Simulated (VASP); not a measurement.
## SnO: single point with LDA

Crystal: SnO.

```
Sn O
1.0
     3.35500    0.00000    0.00000
     0.00000    5.67410    0.00000
     0.00000    0.00000    4.22197
Sn O
2 2
Direct
  0.99561 0.19964 0.50353
  0.49747 0.75146 0.01650
  0.97928 0.86129 0.72966
  0.51364 0.09748 0.20344
```

- Program: VASP 6.6.1
- Task: single point
- Functional: LDA
- Potentials or basis: VASP PAW LDA potentials, release 64 (Sn_d, O)
- Cutoff: 520 eV
- k mesh: 4 × 3 × 3
- Occupations: gaussian, width 0.01 eV
- Spin: no spin polarisation

```
Pressure               : -4.2 GPa
Largest force          : 0.711 eV/Å
Band gap on the k mesh : 1.82 eV, indirect (least direct gap 2.32 eV)
```

Forces on the atoms (eV/Å):
```
Sn   0.168 -0.094 -0.138
Sn  -0.221  0.155 -0.293
O    0.439  0.235 -0.088
O   -0.385 -0.296  0.519
```

Stress tensor (GPa, compression positive):
```
-5.51 -0.11 -0.19
-0.11 -2.71  1.12
-0.19  1.12 -4.46
```

Levels at points of the mesh, in eV from the valence-band top:
```tsv
k point	band 17	band 18	band 19	band 20	band 21	band 22	band 23	band 24
(0.00, 0.00, 0.00)	-3.44	-2.55	-2.07	0.00	2.94	3.26	5.91	6.08
(0.50, 0.00, 0.00)	-2.65	-2.46	-1.01	-0.90	2.36	2.58	5.46	5.77
```

It took 33 s on 1 thread of Intel(R) Xeon(R) Platinum 8488C (Sapphire Rapids), on a shared host, peak memory 0.17 GiB.

Caveat: the k points lie up to 0.50 Å⁻¹ apart; spin-orbit coupling is left out, which moves the levels of the heavy elements. LDA gaps usually lie below the measured ones, often by a third to a half.
